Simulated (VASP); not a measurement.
# Zr2HS4 in VASP: notebook, part 2 of 2

VASP 6.6.1. Earlier steps stand in the parts before.

### Step 3. Single point, PBE+D3(BJ)

Contents of INCAR:

```
ALGO = Normal
DIPOL = 0.5 0.5 0.276
EDIFF = 1E-6
ENCUT = 400
GGA = PE
GGA_COMPAT = F
IDIPOL = 3
ISIF = 2
ISMEAR = 0
IVDW = 12
LASPH = T
LCHARG = T
LDIPOL = T
LELF = T
LREAL = F
LVACPOTAV = T
LVHAR = T
LWAVE = F
NBANDS = 62
NELM = 120
NELMDL = -8
PREC = Accurate
SIGMA = 0.05
```

Contents of KPOINTS:

```
k-points
0
Gamma
  6 6 1
```

Contents of POSCAR:

```
Zr2HS4
1.0
    7.2976778227      0.0000000000      0.0000000000
   -3.6488389114      6.3199743831      0.0000000000
    0.0000000000      0.0000000000     20.9171506047
S Zr H
8 4 2
Direct
    0.3333333333      0.1666666667      0.1912306354
    0.3333333333      0.6666666667      0.1912306354
    0.8333333333      0.1666666667      0.1912306354
    0.8333333333      0.6666666667      0.1912306354
    0.1666666667      0.3333333333      0.3306927762
    0.1666666667      0.8333333333      0.3306927762
    0.6666666667      0.3333333333      0.3306927762
    0.6666666667      0.8333333333      0.3306927762
    0.0000000000      0.0000000000      0.2609617058
    0.0000000000      0.5000000000      0.2609617058
    0.5000000000      0.0000000000      0.2609617058
    0.5000000000      0.5000000000      0.2609617058
    0.2969803379      0.7030196621      0.3675046736
    0.3696863288      0.6303136712      0.3675046736
```

Potentials or basis: VASP PAW PBE potentials, release 64 (S, Zr_sv, H).

Run with:

```sh
$ cat potpaw_PBE.64/S/POTCAR potpaw_PBE.64/Zr_sv/POTCAR potpaw_PBE.64/H/POTCAR > POTCAR
$ mpirun -np 1 vasp_std > vasp.out
```

OUTCAR:

```text
EDIFF = 1E-6
   ENCUT = 400
   GGA = PE
   ISIF = 2
   ISMEAR = 0
   IVDW = 12
   LASPH = T
   LREAL = F
   NELM = 120
   NELMDL = -8
   PREC = Accurate
 IVDW          = 12

 ion  position               nearest neighbor table
   1  0.333  0.167  0.191-   9 2.56  12 2.56  11 2.56
   2  0.333  0.667  0.191-  10 2.56  11 2.56  12 2.56
   3  0.833  0.167  0.191-  11 2.56  10 2.56   9 2.56
   4  0.833  0.667  0.191-  12 2.56   9 2.56  10 2.56
   5  0.167  0.333  0.331-  12 2.56   9 2.56  10 2.56
   6  0.167  0.833  0.331-  13 1.82  11 2.56  10 2.56   9 2.56
   7  0.667  0.333  0.331-  10 2.56  11 2.56  12 2.56
   8  0.667  0.833  0.331-   9 2.56  12 2.56  11 2.56
   9  0.000  0.000  0.261-   1 2.56   8 2.56   5 2.56   4 2.56   6 2.56   3 2.56  12 3.65  12 3.65
                            11 3.65  11 3.65  10 3.65  10 3.65
  10  0.000  0.500  0.261-   2 2.56   7 2.56   6 2.56   3 2.56   4 2.56   5 2.56  11 3.65  11 3.65
                            12 3.65  12 3.65   9 3.65   9 3.65
  11  0.500  0.000  0.261-   3 2.56   6 2.56   2 2.56   7 2.56   1 2.56   8 2.56  10 3.65  10 3.65
                             9 3.65   9 3.65  12 3.65  12 3.65
  12  0.500  0.500  0.261-   4 2.56   5 2.56   1 2.56   8 2.56   7 2.56   2 2.56   9 3.65   9 3.65
                            10 3.65  10 3.65  11 3.65  11 3.65
  13  0.297  0.703  0.368-   6 1.82
  14  0.370  0.630  0.368-

  LATTYP: Found a hexagonal cell.
 ALAT       =     7.2976778227
 C/A-ratio  =     2.8662748771

  Lattice vectors:

 A1 = (   7.2976778227,   0.0000000000,   0.0000000000)
 A2 = (  -3.6488389114,   6.3199743831,   0.0000000000)
 A3 = (   0.0000000000,   0.0000000000,  20.9171506047)

Analysis of symmetry for initial positions (statically):
=====================================================================
 Subroutine PRICEL returns:
 Original cell was already a primitive cell.

 Routine SETGRP: Setting up the symmetry group for a
 hexagonal supercell.

 Subroutine GETGRP returns: Found  2 space group operations
 (whereof  2 operations were pure point group operations)
 out of a pool of 24 trial point group operations.

The static configuration has the point symmetry C_1h.

Analysis of symmetry for dynamics (positions and initial velocities):
=====================================================================
 Subroutine PRICEL returns:
 Original cell was already a primitive cell.

 Routine SETGRP: Setting up the symmetry group for a
 hexagonal supercell.

 Subroutine GETGRP returns: Found  2 space group operations
 (whereof  2 operations were pure point group operations)
 out of a pool of 24 trial point group operations.

The dynamic configuration has the point symmetry C_1h.

 Subroutine INISYM returns: Found  2 space group operations
 (whereof  2 operations are pure point group operations),
 and found     1 'primitive' translations

----------------------------------------------------------------------------------------

                                     Primitive cell

  volume of cell :     964.7228

  direct lattice vectors                    reciprocal lattice vectors
     7.297677823  0.000000000  0.000000000     0.137029891  0.079114245  0.000000000
    -3.648838911  6.319974383  0.000000000     0.000000000  0.158228489  0.000000000
[... 90 lines left out ...]
   ICHARG =      2    charge: 1-file 2-atom 10-const
   ISPIN  =      1    spin polarized calculation?
   LNONCOLLINEAR =      F non collinear calculations
   LSORBIT =      F    spin-orbit coupling
   LASPH  =      T    aspherical Exc in radial PAW
   ENCUT  =  400.0 eV  29.40 Ry    5.42 a.u.  11.90 11.90 34.11*2*pi/ulx,y,z
   NELM   =    120;   NELMIN=  2; NELMDL= -8     # of ELM steps
   EDIFF  = 0.1E-05   stopping-criterion for ELM
   LREAL  =      F    real-space projection
   EDIFFG = 0.1E-04   stopping-criterion for IOM
   NSW    =      0    number of steps for IOM
   IBRION =     -1    ionic relax: 0-MD 1-quasi-New 2-CG
   NFREE  =      0    steps in history (QN), initial steepest desc. (CG)
   ISIF   =      2    stress and relaxation
   ISYM   =      2    0-nonsym 1-usesym 2-fastsym
   POTIM  = 0.5000    time-step for ionic-motion
   TEBEG  =    0.0;   TEEND  =   0.0 temperature during run
   PSTRESS=    0.0 pullay stress
   NELECT =      98.0000    total number of electrons
   NUPDOWN=      -1.0000    fix difference up-down
   EMIN   =  10.00;   EMAX   =-10.00  energy-range for DOS
   EFERMI =   0.00;   METHOD = LEGACY
   ISMEAR =     0;   SIGMA  =   0.05  broadening in eV -4-tet -1-fermi 0-gaus
   EFERMI_NEDOS =   21; number of points for ismear=-14 and -15
   IALGO  =     38    algorithm
   IMIX   =      4    mixing-type and parameters
     AMIX     =   0.40;   BMIX     =  1.00
     AMIX_MAG =   1.60;   BMIX_MAG =  1.00
  volume/ion in A,a.u.               =      68.91       465.02
  Fermi-wavevector in a.u.,A,eV,Ry     =   0.763864  1.443494  7.938838  0.583488
  Thomas-Fermi vector in A             =   1.863639
   LORBIT       =      0    0 simple, 1 ext, 2 COOP (PROOUT), +10 PAW based schemes
   GGA     = PE    functional components
   LHFCALC =     F    Hartree Fock is set to
   AEXX    =    0.0000 exact exchange contribution
   IVDW    =    12    specifies the selected vdW correction
   LEPSILON=     F    determine dielectric tensor
   LRPA    =     F    only Hartree local field effects (RPA)
 non-spin polarized calculation
 Gauss-broadening in eV      SIGMA  =   0.05
  energy-cutoff  :      400.00
  volume of cell :      964.72
 maximum number of plane-waves:     17598
   NGX = 23   NGY = 23   NGZ = 69

 dipolmoment           0.000000      0.000000      0.003600 electrons x Angstroem

 number of electron      98.0000015 magnetization

 dipolmoment           0.000000      0.000000     -0.019730 electrons x Angstroem

 Free energy of the ion-electron system (eV)
  ---------------------------------------------------
  ext. energy  EPLUGINS =         0.00000000
  ---------------------------------------------------
  free energy    TOTEN  =       -90.59470620 eV

  energy without entropy =      -90.59470620  energy(sigma->0) =      -90.59470620

 E-fermi :  -2.5279     XC(G=0):  -3.2087

 val. band max:       -2.7686242653   @ k =   0.0000   0.0000   0.0000
 cond. band min:      -2.1879004158   @ k =   0.0000   0.0000   0.0000
 fundamental gap:      0.5807238495
 Fermi energy:        -2.5279339775

 k-point     1 :       0.0000    0.0000    0.0000
  band No.  band energies     occupation
      1     -52.0730      2.00000
      2     -52.0428      2.00000
      3     -52.0332      2.00000
      4     -52.0127      2.00000
      5     -30.2568      2.00000
      6     -30.2462      2.00000
[... 821 lines left out ...]
     60       0.3095      0.00000
     61       0.3263      0.00000
 [bands above 61 left out]

------------------------ aborting loop because EDIFF is reached ----------------------------------------

 Edisp (eV)   -3.14179

 E8    (eV) :    -1.3983

  FORCE on cell =-STRESS in cart. coord.  units (eV):
  Direction    XX          YY          ZZ          XY          YZ          ZX
  --------------------------------------------------------------------------------------
  -------------------------------------------------------------------------------------
  Total       0.83515     2.43967     3.83123     1.38955     0.00021    -0.00037
  in kB       1.38699     4.05171     6.36277     2.30772     0.00035    -0.00061
  external pressure =        3.93 kB  Pullay stress =        0.00 kB

 VOLUME and BASIS-vectors are now :
 -----------------------------------------------------------------------------
  energy-cutoff  :      400.00
  volume of cell :      964.72
      direct lattice vectors                 reciprocal lattice vectors
     7.297677823  0.000000000  0.000000000     0.137029891  0.079114245  0.000000000
    -3.648838911  6.319974383  0.000000000     0.000000000  0.158228489  0.000000000
     0.000000000  0.000000000 20.917150605     0.000000000  0.000000000  0.047807659

 POSITION                                       TOTAL-FORCE (eV/Angst)
 -----------------------------------------------------------------------------------
      1.82442      1.05333      4.00000        -0.023351      0.008361      0.029510
     -0.00000      4.21332      4.00000        -0.008591      0.004960      0.037620
      5.47326      1.05333      4.00000         0.039520     -0.022817      0.019271
      3.64884      4.21332      4.00000        -0.018916      0.016042      0.029510
      0.00000      2.10666      6.91715        -0.131885     -0.537229     -0.365549
     -1.82442      5.26665      6.91715        -0.332762      0.192120     -0.255504
      3.64884      2.10666      6.91715        -0.008085      0.004668      0.065981
      1.82442      5.26665      6.91715         0.399311      0.382830     -0.365549
      0.00000      0.00000      5.45858        -0.128481      0.074178     -0.345515
     -1.82442      3.15999      5.45858        -0.229915     -0.287710     -0.461591
      3.64884      0.00000      5.45858         0.134206      0.342967     -0.461591
      1.82442      3.15999      5.45858         0.268227     -0.154861     -0.464089
     -0.39794      4.44307      7.68715         2.248691     -1.298282      1.269613
      0.39794      3.98357      7.68715        -2.207968      1.274771      1.267883
 -----------------------------------------------------------------------------------
    total drift:                               -0.000006      0.000003      0.000640

  FREE ENERGIE OF THE ION-ELECTRON SYSTEM (eV)
  ---------------------------------------------------
  free  energy   TOTEN  =       -93.7364919017 eV

  energy  without entropy=      -93.7364919017  energy(sigma->0) =      -93.73649190

 vacuum level on the upper side and lower side of the slab         3.081         3.159
```

Run time: 12 min. Hardware: 1 thread of Intel Xeon 6975P-C (Granite Rapids), shared host; peak memory 0.91 GiB.

What came out:

| Property | Result |
| --- | --- |
| Free energy | -93.7365 eV |
| Largest force | 2.890 eV/Å |
| Band gap on the k mesh | 0.58 eV |
| Dispersion energy per atom | -0.224 eV |

Forces on the atoms (eV/Å):
```
S   -0.023  0.008  0.030
S   -0.009  0.005  0.038
S    0.040 -0.023  0.019
S   -0.019  0.016  0.030
S   -0.132 -0.537 -0.366
S   -0.333  0.192 -0.256
S   -0.008  0.005  0.066
S    0.399  0.383 -0.366
Zr  -0.128  0.074 -0.346
Zr  -0.230 -0.288 -0.462
Zr   0.134  0.343 -0.462
Zr   0.268 -0.155 -0.464
H    2.249 -1.298  1.270
H   -2.208  1.275  1.268
```

Levels at points of the mesh, in eV from the valence-band top:
```csv
k point,band 46,band 47,band 48,band 49,band 50,band 51,band 52,band 53
"(0.00, 0.00, 0.00)",-1.45,-0.58,-0.57,0.00,0.58,0.59,0.60,1.19
"(0.50, 0.00, 0.00)",-1.36,-1.22,-1.04,-0.39,0.95,1.00,1.76,1.80
"(0.50, 0.50, 0.00)",-1.38,-1.17,-1.04,-0.49,0.94,0.99,1.78,1.78
```

Caveat: semilocal functionals underestimate gaps, and a narrow one can read as zero.
